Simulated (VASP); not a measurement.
# BN in VASP: notebook

Runs on BN. Level: PBE. Tasks: single point.

Program: VASP 6.6.1. These are calculated values, not measurements. Logs are shortened: lines on timing, memory, paths and dates and some standing lists are left out, and cuts for length are marked.

### 1 The cell of the first run

The structure is hexagonal, space group P6_3/mmc (No. 194). Conventional cell: a = 2.498 Å, b = 2.498 Å, c = 6.636 Å, α = 90.00°, β = 90.00°, γ = 120.00°. Within 1.9 Å of B (site symmetry -6m2) lie 3 N at 1.44 Å. N (site symmetry -6m2) has 3 B at 1.44 Å within 1.9 Å.

### 2 Single point, PBE

INCAR reads:

```
SYSTEM = BN
  PREC = Accurate
  ENCUT = 600
  EDIFF = 1E-6
  ISMEAR = -1
  SIGMA = 0.01
  LREAL = .FALSE.
  LASPH = .TRUE.
  NELM = 120
  ALGO = Normal
  ISIF = 2
  LWAVE = .FALSE.
  LCHARG = .TRUE.
  GGA = PE
  LELF = .TRUE.
  LVHAR = .TRUE.
  NBANDS = 16
  GGA_COMPAT = .FALSE.
```

KPOINTS reads:

```
regular mesh
0
G
  7 7 3
  0 0 0
```

POSCAR reads:

```
BN
1.0
    2.4982400000      0.0000000000      0.0000000000
   -1.2491200000      2.1635390000      0.0000000000
    0.0000000000      0.0000000000      6.6357000000
B N
2 2
Direct
    0.3333333333      0.6666666667      0.2500000000
    0.6666666667      0.3333333333      0.7500000000
    0.3333333333      0.6666666667      0.7500000000
    0.6666666667      0.3333333333      0.2500000000
```

Potentials or basis: VASP PAW PBE potentials, release 64 (B, N).

The run is started by

```
> cat potpaw_PBE.64/B/POTCAR potpaw_PBE.64/N/POTCAR > POTCAR
> mpirun -np 1 vasp_std > vasp.out
```

OUTCAR:

```text
SYSTEM = BN
   PREC = Accurate
   ENCUT = 600
   EDIFF = 1E-6
   ISMEAR = -1
   LREAL = .FALSE.
   LASPH = .TRUE.
   NELM = 120
   ISIF = 2
   GGA = PE

 ion  position               nearest neighbor table
   1  0.333  0.667  0.250-   4 1.44   4 1.44   4 1.44
   2  0.667  0.333  0.750-   3 1.44   3 1.44   3 1.44
   3  0.333  0.667  0.750-   2 1.44   2 1.44   2 1.44
   4  0.667  0.333  0.250-   1 1.44   1 1.44   1 1.44

  LATTYP: Found a hexagonal cell.
 ALAT       =     2.4982400000
 C/A-ratio  =     2.6561499296

  Lattice vectors:

 A1 = (   2.4982400000,   0.0000000000,   0.0000000000)
 A2 = (  -1.2491200000,   2.1635390000,   0.0000000000)
 A3 = (   0.0000000000,   0.0000000000,   6.6357000000)

Analysis of symmetry for initial positions (statically):
=====================================================================
 Subroutine PRICEL returns:
 Original cell was already a primitive cell.

 Routine SETGRP: Setting up the symmetry group for a
 hexagonal supercell.

 Subroutine GETGRP returns: Found 24 space group operations
 (whereof 12 operations were pure point group operations)
 out of a pool of 24 trial point group operations.

The static configuration has the point symmetry D_3d.
 The point group associated with its full space group is D_6h.

Analysis of symmetry for dynamics (positions and initial velocities):
=====================================================================
 Subroutine PRICEL returns:
 Original cell was already a primitive cell.

 Routine SETGRP: Setting up the symmetry group for a
 hexagonal supercell.

 Subroutine GETGRP returns: Found 24 space group operations
 (whereof 12 operations were pure point group operations)
 out of a pool of 24 trial point group operations.

The dynamic configuration has the point symmetry D_3d.
 The point group associated with its full space group is D_6h.

 Subroutine INISYM returns: Found 24 space group operations
 (whereof 12 operations are pure point group operations),
 and found     1 'primitive' translations

----------------------------------------------------------------------------------------

                                     Primitive cell

  volume of cell :      35.8662

  direct lattice vectors                    reciprocal lattice vectors
     2.498240000  0.000000000  0.000000000     0.400281798  0.231102837  0.000000000
    -1.249120000  2.163539000  0.000000000     0.000000000  0.462205673  0.000000000
     0.000000000  0.000000000  6.635700000     0.000000000  0.000000000  0.150700002

  length of vectors
     2.498240000  2.498239736  6.635700000     0.462205624  0.462205673  0.150700002

  position of ions in fractional coordinates (direct lattice)
     0.333333333  0.666666667  0.250000000
     0.666666667  0.333333333  0.750000000
     0.333333333  0.666666667  0.750000000
     0.666666667  0.333333333  0.250000000

  ion indices of the primitive-cell ions
   primitive index   ion index
                 1           1
                 2           2
                 3           3
                 4           4

----------------------------------------------------------------------------------------

 KPOINTS: regular mesh

Automatic generation of k-mesh.
 Grid dimensions read from file:
 generate k-points for:    7    7    3

 Generating k-lattice:

  Cartesian coordinates                     Fractional coordinates (reciprocal lattice)
     0.057183114  0.033014691  0.000000000     0.142857143  0.000000000  0.000000000
     0.000000000  0.066029382  0.000000000     0.000000000  0.142857143  0.000000000
     0.000000000  0.000000000  0.050233334     0.000000000  0.000000000  0.333333333

  Length of vectors
     0.066029375  0.066029382  0.050233334

  Shift w.r.t. Gamma in fractional coordinates (k-lattice)
     0.000000000  0.000000000  0.000000000

 Subroutine IBZKPT returns following result:
 ===========================================

 Found     16 irreducible k-points:

 Following reciprocal coordinates:
            Coordinates               Weight
  0.000000  0.000000  0.000000      1.000000
  0.142857  0.000000  0.000000      6.000000
  0.285714 -0.000000  0.000000      6.000000
  0.428571  0.000000  0.000000      6.000000
  0.142857  0.142857  0.000000      6.000000
  0.285714  0.142857  0.000000     12.000000
[... 8 lines left out ...]
  0.428571  0.142857  0.333333     12.000000
  0.285714  0.285714  0.333333     12.000000
   k-points           NKPTS =     16   k-points in BZ     NKDIM =     16   number of bands    NBANDS=     16
   number of dos      NEDOS =    301   number of ions     NIONS =      4
   total plane-waves  NPLWV =  21600
   dimension x,y,z NGX =    20 NGY =   20 NGZ =   54
   dimension x,y,z NGXF=    40 NGYF=   40 NGZF=  108
   ions per type =               2   2
   NGX,Y,Z   is equivalent  to a cutoff of  13.31, 13.31, 13.53 a.u.
   NGXF,Y,Z  is equivalent  to a cutoff of  26.62, 26.62, 27.06 a.u.
 SYSTEM =  BN
   PREC   = accura    normal or accurate (medium, high low for compatibility)
   ISTART =      0    job   : 0-new  1-cont  2-samecut
   ICHARG =      2    charge: 1-file 2-atom 10-const
   ISPIN  =      1    spin polarized calculation?
   LNONCOLLINEAR =      F non collinear calculations
   LSORBIT =      F    spin-orbit coupling
   LASPH  =      T    aspherical Exc in radial PAW
   ENCUT  =  600.0 eV  44.10 Ry    6.64 a.u.   4.99  4.99 13.25*2*pi/ulx,y,z
   NELM   =    120;   NELMIN=  2; NELMDL= -5     # of ELM steps
   EDIFF  = 0.1E-05   stopping-criterion for ELM
   LREAL  =      F    real-space projection
   EDIFFG = 0.1E-04   stopping-criterion for IOM
   NSW    =      0    number of steps for IOM
   IBRION =     -1    ionic relax: 0-MD 1-quasi-New 2-CG
   NFREE  =      0    steps in history (QN), initial steepest desc. (CG)
   ISIF   =      2    stress and relaxation
   ISYM   =      2    0-nonsym 1-usesym 2-fastsym
   POTIM  = 0.5000    time-step for ionic-motion
   TEBEG  =    0.0;   TEEND  =   0.0 temperature during run
   PSTRESS=    0.0 pullay stress
   NELECT =      16.0000    total number of electrons
   NUPDOWN=      -1.0000    fix difference up-down
   EMIN   =  10.00;   EMAX   =-10.00  energy-range for DOS
   EFERMI =   0.00;   METHOD = LEGACY
   ISMEAR =    -1;   SIGMA  =   0.01  broadening in eV -4-tet -1-fermi 0-gaus
   EFERMI_NEDOS =   21; number of points for ismear=-14 and -15
   IALGO  =     38    algorithm
   IMIX   =      4    mixing-type and parameters
     AMIX     =   0.40;   BMIX     =  1.00
     AMIX_MAG =   1.60;   BMIX_MAG =  1.00
  volume/ion in A,a.u.               =       8.97        60.51
  Fermi-wavevector in a.u.,A,eV,Ry     =   1.250891  2.363842 21.289435  1.564729
  Thomas-Fermi vector in A             =   2.384864
   LORBIT       =      0    0 simple, 1 ext, 2 COOP (PROOUT), +10 PAW based schemes
   GGA     = PE    functional components
   LHFCALC =     F    Hartree Fock is set to
   AEXX    =    0.0000 exact exchange contribution
   IVDW    =     0    specifies the selected vdW correction
   LEPSILON=     F    determine dielectric tensor
   LRPA    =     F    only Hartree local field effects (RPA)
 non-spin polarized calculation
  energy-cutoff  :      600.00
  volume of cell :       35.87
 maximum number of plane-waves:      1216
 NGX is ok and might be reduce to    20
   NGX =  9   NGY =  9   NGZ = 27

 number of electron      15.9999998 magnetization

 Free energy of the ion-electron system (eV)
  ---------------------------------------------------
  ext. energy  EPLUGINS =         0.00000000
  ---------------------------------------------------
  free energy    TOTEN  =       -35.15286806 eV

  energy without entropy =      -35.15286806  energy(sigma->0) =      -35.15286806

 E-fermi :   2.4949     XC(G=0): -10.0888

 val. band max:        2.2875748031   @ k =   0.2857   0.2857   0.0000
 cond. band min:       6.7815093322   @ k =   0.4286   0.1429   0.0000
 fundamental gap:      4.4939345291
 Fermi energy:         2.4948706899

 k-point     1 :       0.0000    0.0000    0.0000
  band No.  band energies     occupation
      1     -15.5321      2.00000
      2     -15.2370      2.00000
      3      -3.9425      2.00000
      4      -1.8144      2.00000
      5       0.9860      2.00000
      6       0.9860      2.00000
[... 8 lines left out ...]
     15      14.6586      0.00000
     16      15.4189      0.00000

 k-point     2 :       0.1429    0.0000    0.0000
  band No.  band energies     occupation
      1     -15.1338      2.00000
      2     -14.8523      2.00000
      3      -3.3941      2.00000
      4      -1.3236      2.00000
      5      -0.5296      2.00000
      6      -0.4938      2.00000
[... 8 lines left out ...]
     15      15.7034      0.00000
     16      15.9007      0.00000

 k-point     3 :       0.2857   -0.0000    0.0000
  band No.  band energies     occupation
      1     -14.0156      2.00000
      2     -13.7787      2.00000
      3      -3.5934      2.00000
      4      -3.5228      2.00000
      5      -1.8214      2.00000
      6      -0.9458      2.00000
[... 8 lines left out ...]
     15      17.9174      0.00000
     16      19.5128      0.00000

 k-point     4 :       0.4286    0.0000    0.0000
  band No.  band energies     occupation
      1     -12.6215      2.00000
      2     -12.4899      2.00000
      3      -6.1840      2.00000
      4      -6.1046      2.00000
      5      -1.7393      2.00000
      6      -1.6749      2.00000
[... 8 lines left out ...]
     15      17.6086      0.00000
     16      21.2983      0.00000

 k-point     5 :       0.1429    0.1429    0.0000
  band No.  band energies     occupation
      1     -14.3713      2.00000
      2     -14.1184      2.00000
      3      -2.4294      2.00000
      4      -2.4127      2.00000
      5      -2.3293      2.00000
      6      -1.0501      2.00000
[... 8 lines left out ...]
     15      16.9844      0.00000
     16      17.5028      0.00000

 k-point     6 :       0.2857    0.1429    0.0000
  band No.  band energies     occupation
      1     -13.0508      2.00000
      2     -12.8664      2.00000
      3      -4.9792      2.00000
      4      -4.9120      2.00000
      5      -2.4205      2.00000
      6      -2.3531      2.00000
[... 8 lines left out ...]
     15      17.2624      0.00000
     16      19.5397      0.00000
[... 115 lines left out ...]
 k-point    13 :       0.1429    0.1429    0.3333
  band No.  band energies     occupation
      1     -14.3106      2.00000
      2     -14.1842      2.00000
      3      -2.4568      2.00000
      4      -2.4295      2.00000
      5      -1.8794      2.00000
      6      -1.0650      2.00000
[... 8 lines left out ...]
     15      16.9728      0.00000
     16      17.0641      0.00000

 k-point    14 :       0.2857    0.1429    0.3333
  band No.  band energies     occupation
      1     -13.0059      2.00000
      2     -12.9137      2.00000
      3      -4.9662      2.00000
      4      -4.9324      2.00000
      5      -2.4061      2.00000
      6      -2.3723      2.00000
[... 8 lines left out ...]
     15      17.9575      0.00000
     16      19.1394      0.00000

 k-point    15 :       0.4286    0.1429    0.3333
  band No.  band energies     occupation
      1     -12.1062      2.00000
      2     -12.0741      2.00000
      3      -6.3776      2.00000
      4      -6.3407      2.00000
      5      -2.8778      2.00000
      6      -2.8404      2.00000
[... 8 lines left out ...]
     15      17.7447      0.00000
     16      20.0548      0.00000

 k-point    16 :       0.2857    0.2857    0.3333
  band No.  band energies     occupation
      1     -11.9428      2.00000
      2     -11.9027      2.00000
      3      -5.6907      2.00000
      4      -5.6486      2.00000
      5      -4.2874      2.00000
      6      -4.2697      2.00000
[... 8 lines left out ...]
     15      18.6088      0.00000
     16      18.8472      0.00000

------------------------ aborting loop because EDIFF is reached ----------------------------------------

  FORCE on cell =-STRESS in cart. coord.  units (eV):
  Direction    XX          YY          ZZ          XY          YZ          ZX
  --------------------------------------------------------------------------------------
  -------------------------------------------------------------------------------------
  Total        1.3654390      1.3654386      0.6162090      0.0000000     -0.0000000     -0.0000000
  in kB       60.9954222     60.9954050     27.5266264      0.0000000     -0.0000000     -0.0000000
  external PRESSURE =      49.8391512 kB  Pullay stress =       0.0000000 kB

 VOLUME and BASIS-vectors are now :
 -----------------------------------------------------------------------------
  energy-cutoff  :      600.00
  volume of cell :       35.87
      direct lattice vectors                 reciprocal lattice vectors
     2.498240000  0.000000000  0.000000000     0.400281798  0.231102837  0.000000000
    -1.249120000  2.163539000  0.000000000     0.000000000  0.462205673  0.000000000
     0.000000000  0.000000000  6.635700000     0.000000000  0.000000000  0.150700002

 POSITION                                       TOTAL-FORCE (eV/Angst)
 -----------------------------------------------------------------------------------
     -0.00000      1.44236      1.65892        -0.000000      0.000000      0.000000
      1.24912      0.72118      4.97677         0.000000     -0.000000      0.000000
     -0.00000      1.44236      4.97677         0.000000     -0.000000      0.000000
      1.24912      0.72118      1.65892        -0.000000      0.000000      0.000000
 -----------------------------------------------------------------------------------
    total drift:                                0.000000     -0.000000      0.000000

  FREE ENERGIE OF THE ION-ELECTRON SYSTEM (eV)
  ---------------------------------------------------
  free  energy   TOTEN  =       -35.1528680580 eV

  energy  without entropy=      -35.1528680580  energy(sigma->0) =      -35.15286806
```

Run time: 11 s. Hardware: 1 thread of Intel Xeon Platinum 8488C (Sapphire Rapids), shared host; peak memory 0.14 GiB.

Results:

- Free energy: -35.1529 eV
- Pressure: 5.0 GPa
- Band gap on the k mesh: 4.49 eV, indirect (least direct gap 4.70 eV)

Stress tensor (GPa, compression positive):
```
6.10 0.00 0.00
0.00 6.10 0.00
0.00 0.00 2.75
```

Caveat: this functional lacks dispersion, which binds the layers, so the pressure and a relaxed spacing across them are unreliable. Expect the measured gap to be larger: semilocal functionals such as PBE lack the derivative discontinuity.

(Part 1 of 2 ends here.)
